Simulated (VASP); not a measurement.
# BP (F-43m) in VASP: notebook

BP is run at these levels: PBE; tasks: single point.

Program: VASP 6.6.1. These are calculated values, not measurements. Logs are shortened: lines on timing, memory, paths and dates and some standing lists are left out, and cuts for length are marked.

## (1) The cell of the first run

It takes space group F-43m (No. 216, cubic). Conventional cell: a = 4.538 Å, b = 4.538 Å, c = 4.538 Å, α = 90.00°, β = 90.00°, γ = 90.00°. B (site symmetry -43m) has 4 P at 1.97 Å within 2.6 Å. Within 2.6 Å of P (site symmetry -43m) lie 4 B at 1.97 Å.

## (2) Single point, PBE

INCAR reads:

```
  ALGO = Normal
  EDIFF = 1E-6
  ENCUT = 520
  GGA = PE
  ISIF = 2
  ISMEAR = 0
  LASPH = True
  LCHARG = False
  LREAL = False
  LWAVE = False
  NBANDS = 11
  NELM = 100
  PREC = Accurate
  SIGMA = 0.01
```

KPOINTS reads:

```
k-points
0
Gamma
  8 8 8
```

POSCAR reads:

```
BP
1.0
    3.2088510000      0.0000000000      0.0000000000
    1.6044255000      2.7789464830      0.0000000000
    1.6044255000      0.9263154943      2.6200158702
B P
1 1
Direct
    0.0000000000      0.0000000000      0.0000000000
    0.2500000000      0.2500000000      0.2500000000
```

Potentials or basis: VASP PAW PBE potentials, release 64 (B, P).

Started as:

```
$ cat potpaw_PBE.64/B/POTCAR potpaw_PBE.64/P/POTCAR > POTCAR
$ mpirun -np 1 vasp_std > vasp.out
```

OUTCAR:

```text
EDIFF = 1E-6
   ENCUT = 520
   GGA = PE
   ISIF = 2
   ISMEAR = 0
   LASPH = True
   LREAL = False
   NELM = 100
   PREC = Accurate

 ion  position               nearest neighbor table
   1  0.000  0.000  0.000-   2 1.97   2 1.97   2 1.97   2 1.97
   2  0.250  0.250  0.250-   1 1.97   1 1.97   1 1.97   1 1.97

  LATTYP: Found a face centered cubic cell.
 ALAT       =     4.5380006039

  Lattice vectors:

 A1 = (   3.2088510000,   0.0000000000,   0.0000000000)
 A2 = (   1.6044255000,   2.7789464830,   0.0000000000)
 A3 = (   1.6044255000,   0.9263154943,   2.6200158702)

Analysis of symmetry for initial positions (statically):
=====================================================================
 Subroutine PRICEL returns:
 Original cell was already a primitive cell.

 Routine SETGRP: Setting up the symmetry group for a
 face centered cubic supercell.

 Subroutine GETGRP returns: Found 24 space group operations
 (whereof 24 operations were pure point group operations)
 out of a pool of 48 trial point group operations.

The static configuration has the point symmetry T_d .

Analysis of symmetry for dynamics (positions and initial velocities):
=====================================================================
 Subroutine PRICEL returns:
 Original cell was already a primitive cell.

 Routine SETGRP: Setting up the symmetry group for a
 face centered cubic supercell.

 Subroutine GETGRP returns: Found 24 space group operations
 (whereof 24 operations were pure point group operations)
 out of a pool of 48 trial point group operations.

The dynamic configuration has the point symmetry T_d .

 Subroutine INISYM returns: Found 24 space group operations
 (whereof 24 operations are pure point group operations),
 and found     1 'primitive' translations

----------------------------------------------------------------------------------------

                                     Primitive cell

  volume of cell :      23.3633

  direct lattice vectors                    reciprocal lattice vectors
     3.208851000  0.000000000  0.000000000     0.311638029 -0.179924300 -0.127225692
     1.604425500  2.778946483  0.000000000     0.000000000  0.359848600 -0.127225692
     1.604425500  0.926315494  2.620015870     0.000000000  0.000000000  0.381677077

  length of vectors
     3.208851000  3.208851000  3.208851000     0.381677077  0.381677077  0.381677077

  position of ions in fractional coordinates (direct lattice)
     0.000000000  0.000000000  0.000000000
     0.250000000  0.250000000  0.250000000

  ion indices of the primitive-cell ions
   primitive index   ion index
                 1           1
                 2           2

----------------------------------------------------------------------------------------

 KPOINTS: k-points

Automatic generation of k-mesh.
 Grid dimensions read from file:
 generate k-points for:    8    8    8

 Generating k-lattice:

  Cartesian coordinates                     Fractional coordinates (reciprocal lattice)
     0.038954754 -0.022490537 -0.015903212     0.125000000 -0.000000000  0.000000000
     0.000000000  0.044981075 -0.015903212     0.000000000  0.125000000  0.000000000
     0.000000000  0.000000000  0.047709635     0.000000000  0.000000000  0.125000000

  Length of vectors
     0.047709635  0.047709635  0.047709635

  Shift w.r.t. Gamma in fractional coordinates (k-lattice)
     0.000000000  0.000000000  0.000000000

 Subroutine IBZKPT returns following result:
 ===========================================

 Found     29 irreducible k-points:

 Following reciprocal coordinates:
            Coordinates               Weight
  0.000000  0.000000  0.000000      1.000000
  0.125000  0.000000  0.000000      8.000000
  0.250000  0.000000  0.000000      8.000000
  0.375000  0.000000  0.000000      8.000000
  0.500000  0.000000  0.000000      4.000000
  0.125000  0.125000  0.000000      6.000000
[... 16 lines left out ...]
  0.500000  0.250000  0.125000     48.000000
 -0.375000  0.250000  0.125000     24.000000
 [... further k-points ...]
   k-points           NKPTS =     29   k-points in BZ     NKDIM =     29   number of bands    NBANDS=     11
   number of dos      NEDOS =    301   number of ions     NIONS =      2
   total plane-waves  NPLWV =  13824
   dimension x,y,z NGX =    24 NGY =   24 NGZ =   24
   dimension x,y,z NGXF=    48 NGYF=   48 NGZF=   48
   ions per type =               1   1
   NGX,Y,Z   is equivalent  to a cutoff of  12.43, 12.43, 12.43 a.u.
   NGXF,Y,Z  is equivalent  to a cutoff of  24.87, 24.87, 24.87 a.u.
 SYSTEM =  unknown system
   PREC   = accura    normal or accurate (medium, high low for compatibility)
   ISTART =      0    job   : 0-new  1-cont  2-samecut
   ICHARG =      2    charge: 1-file 2-atom 10-const
   ISPIN  =      1    spin polarized calculation?
   LNONCOLLINEAR =      F non collinear calculations
   LSORBIT =      F    spin-orbit coupling
   LASPH  =      T    aspherical Exc in radial PAW
   ENCUT  =  520.0 eV  38.22 Ry    6.18 a.u.   5.97  5.97  5.97*2*pi/ulx,y,z
   NELM   =    100;   NELMIN=  2; NELMDL= -5     # of ELM steps
   EDIFF  = 0.1E-05   stopping-criterion for ELM
   LREAL  =      F    real-space projection
   EDIFFG = 0.1E-04   stopping-criterion for IOM
   NSW    =      0    number of steps for IOM
   IBRION =     -1    ionic relax: 0-MD 1-quasi-New 2-CG
   NFREE  =      0    steps in history (QN), initial steepest desc. (CG)
   ISIF   =      2    stress and relaxation
   ISYM   =      2    0-nonsym 1-usesym 2-fastsym
   POTIM  = 0.5000    time-step for ionic-motion
   TEBEG  =    0.0;   TEEND  =   0.0 temperature during run
   PSTRESS=    0.0 pullay stress
   NELECT =       8.0000    total number of electrons
   NUPDOWN=      -1.0000    fix difference up-down
   EMIN   =  10.00;   EMAX   =-10.00  energy-range for DOS
   EFERMI =   0.00;   METHOD = LEGACY
   ISMEAR =     0;   SIGMA  =   0.01  broadening in eV -4-tet -1-fermi 0-gaus
   EFERMI_NEDOS =   21; number of points for ismear=-14 and -15
   IALGO  =     38    algorithm
   IMIX   =      4    mixing-type and parameters
     AMIX     =   0.40;   BMIX     =  1.00
     AMIX_MAG =   1.60;   BMIX_MAG =  1.00
  volume/ion in A,a.u.               =      11.68        78.83
  Fermi-wavevector in a.u.,A,eV,Ry     =   1.145320  2.164341 17.847558  1.311758
  Thomas-Fermi vector in A             =   2.282009
   LORBIT       =      0    0 simple, 1 ext, 2 COOP (PROOUT), +10 PAW based schemes
   GGA     = PE    functional components
   LHFCALC =     F    Hartree Fock is set to
   AEXX    =    0.0000 exact exchange contribution
   IVDW    =     0    specifies the selected vdW correction
   LEPSILON=     F    determine dielectric tensor
   LRPA    =     F    only Hartree local field effects (RPA)
 non-spin polarized calculation
 Gauss-broadening in eV      SIGMA  =   0.01
  energy-cutoff  :      520.00
  volume of cell :       23.36
 maximum number of plane-waves:       638
   NGX = 11   NGY = 11   NGZ = 11

 number of electron       8.0000000 magnetization

 Free energy of the ion-electron system (eV)
  ---------------------------------------------------
  ext. energy  EPLUGINS =         0.00000000
  ---------------------------------------------------
  free energy    TOTEN  =       -12.92861569 eV

  energy without entropy =      -12.92861569  energy(sigma->0) =      -12.92861569

 E-fermi :   7.5722     XC(G=0): -10.9068

 val. band max:        7.4338271009   @ k =   0.0000   0.0000   0.0000
 cond. band min:       8.7027850391   @ k =   0.3750   0.3750   0.0000
 fundamental gap:      1.2689579382
 Fermi energy:         7.5721585287

 k-point     1 :       0.0000    0.0000    0.0000
  band No.  band energies     occupation
      1      -8.0269      2.00000
      2       7.4338      2.00000
      3       7.4338      2.00000
      4       7.4338      2.00000
      5      10.8341      0.00000
      6      10.8341      0.00000
      7      10.8341      0.00000
      8      14.8081      0.00000
      9      18.9462      0.00000
     10      19.5619      0.00000
     11      19.5619      0.00000

 k-point     2 :       0.1250    0.0000    0.0000
  band No.  band energies     occupation
      1      -7.7458      2.00000
      2       5.5790      2.00000
      3       7.0056      2.00000
      4       7.0056      2.00000
      5      11.3687      0.00000
      6      11.4262      0.00000
      7      11.4262      0.00000
      8      15.5954      0.00000
      9      18.6546      0.00000
     10      18.6546      0.00000
     11      19.7807      0.00000

 k-point     3 :       0.2500    0.0000    0.0000
  band No.  band energies     occupation
      1      -6.9214      2.00000
      2       2.5874      2.00000
      3       6.3165      2.00000
      4       6.3165      2.00000
      5      11.4358      0.00000
      6      12.1967      0.00000
      7      12.1967      0.00000
      8      17.0435      0.00000
      9      18.3967      0.00000
     10      18.3967      0.00000
     11      20.4777      0.00000

 k-point     4 :       0.3750    0.0000    0.0000
  band No.  band energies     occupation
      1      -5.6598      2.00000
      2      -0.1376      2.00000
      3       5.8395      2.00000
      4       5.8395      2.00000
      5      11.2838      0.00000
      6      12.2533      0.00000
      7      12.2533      0.00000
      8      17.5973      0.00000
      9      20.0566      0.00000
     10      20.0566      0.00000
     11      21.2607      0.00000
[... 239 lines left out ...]
 k-point    22 :       0.3750    0.2500    0.1250
  band No.  band energies     occupation
      1      -6.1981      2.00000
      2       2.5000      2.00000
      3       3.6389      2.00000
      4       5.4560      2.00000
      5      10.8944      0.00000
      6      13.4392      0.00000
      7      13.6448      0.00000
      8      14.9566      0.00000
      9      19.0286      0.00000
     10      21.3273      0.00000
     11      23.0491      0.00000

 k-point    23 :       0.5000    0.2500    0.1250
  band No.  band energies     occupation
      1      -4.9676      2.00000
      2       0.3339      2.00000
      3       2.9864      2.00000
      4       4.6865      2.00000
      5      11.5395      0.00000
      6      12.9062      0.00000
      7      14.7592      0.00000
      8      15.7729      0.00000
      9      19.8529      0.00000
     10      20.8404      0.00000
     11      24.5066      0.00000

 k-point    24 :      -0.3750    0.2500    0.1250
  band No.  band energies     occupation
      1      -4.0447      2.00000
      2      -1.0147      2.00000
      3       2.9068      2.00000
      4       4.3178      2.00000
      5      11.6256      0.00000
      6      12.6323      0.00000
      7      15.7428      0.00000
      8      17.2234      0.00000
      9      17.8882      0.00000
     10      21.8536      0.00000
     11      24.2855      0.00000

 [... further k-points ...]
[... 5 lines left out ...]
  --------------------------------------------------------------------------------------
  -------------------------------------------------------------------------------------
  Total        0.1319736      0.1319736      0.1319736     -0.0000000     -0.0000000     -0.0000000
  in kB        9.0503233      9.0503233      9.0503233     -0.0000000     -0.0000000     -0.0000000
  external PRESSURE =       9.0503233 kB  Pullay stress =       0.0000000 kB

 VOLUME and BASIS-vectors are now :
 -----------------------------------------------------------------------------
  energy-cutoff  :      520.00
  volume of cell :       23.36
      direct lattice vectors                 reciprocal lattice vectors
     3.208851000  0.000000000  0.000000000     0.311638029 -0.179924300 -0.127225692
     1.604425500  2.778946483  0.000000000     0.000000000  0.359848600 -0.127225692
     1.604425500  0.926315494  2.620015870     0.000000000  0.000000000  0.381677077

 POSITION                                       TOTAL-FORCE (eV/Angst)
 -----------------------------------------------------------------------------------
      0.00000      0.00000      0.00000         0.000000     -0.000000      0.000000
      1.60443      0.92632      0.65500        -0.000000      0.000000     -0.000000
 -----------------------------------------------------------------------------------
    total drift:                                0.000000      0.000000      0.000000

  FREE ENERGIE OF THE ION-ELECTRON SYSTEM (eV)
  ---------------------------------------------------
  free  energy   TOTEN  =       -12.9286156918 eV

  energy  without entropy=      -12.9286156918  energy(sigma->0) =      -12.92861569
```

It took 2.6 s on 1 thread of Intel Xeon 6975P-C (Granite Rapids), shared host; peak memory 0.13 GiB.

Results:

| Quantity | Value |
| --- | --- |
| Free energy | -12.9286 eV |
| Pressure | 0.9 GPa |
| Band gap on the k mesh | 1.27 eV, indirect (least direct gap 3.40 eV) |

Levels at points of the mesh, in eV from the valence-band top:
| k point | band 1 | band 2 | band 3 | band 4 | band 5 | band 6 | band 7 | band 8 | band 9 |
| --- | --- | --- | --- | --- | --- | --- | --- | --- | --- |
| (0.00, 0.00, 0.00) | -15.46 | 0.00 | 0.00 | 0.00 | 3.40 | 3.40 | 3.40 | 7.37 | 11.51 |
| (0.50, 0.00, 0.00) | -12.14 | -9.03 | -1.76 | -1.76 | 3.78 | 4.71 | 4.71 | 10.13 | 14.63 |
| (0.50, 0.50, 0.00) | -10.61 | -8.58 | -4.11 | -4.11 | 1.33 | 1.66 | 12.12 | 12.12 | 15.23 |

A k mesh can miss the band edges.

## (3) Single point, PBE

INCAR reads:

```
SYSTEM = BP
PREC = Accurate ; ENCUT = 520
EDIFF = 1E-6 ; ISMEAR = 0
SIGMA = 0.01 ; LREAL = .FALSE.
LASPH = .TRUE. ; NELM = 100
ALGO = Normal ; ISIF = 2
LWAVE = .FALSE. ; LCHARG = .FALSE.
GGA = PE ; NBANDS = 11
```

KPOINTS reads:

```
Automatic mesh
0
G
  8 8 8
  0 0 0
```

POSCAR is that of step 2.

Potentials or basis: VASP PAW PBE potentials, release 64 (B, P).

Started as:

```
$ cat potpaw_PBE.64/B/POTCAR potpaw_PBE.64/P/POTCAR > POTCAR
$ mpirun -np 1 vasp_std > vasp.out
```

Run time: 2.6 s. Hardware: 1 thread of Intel Xeon 6975P-C (Granite Rapids), shared host; peak memory 0.13 GiB.

It converged, with:

```
Free energy            : -12.9286 eV
Pressure               : 0.9 GPa
Band gap on the k mesh : 1.27 eV, indirect (least direct gap 3.40 eV)
```

Levels at points of the mesh, in eV from the valence-band top:
```
           k point  band 1  band 2  band 3  band 4  band 5  band 6  band 7  band 8
(0.00, 0.00, 0.00)  -15.46    0.00    0.00    0.00    3.40    3.40    3.40    7.37
(0.50, 0.00, 0.00)  -12.14   -9.03   -1.76   -1.76    3.78    4.71    4.71   10.13
(0.50, 0.50, 0.00)  -10.61   -8.58   -4.11   -4.11    1.33    1.66   12.12   12.12
```

A k mesh can miss the band edges.
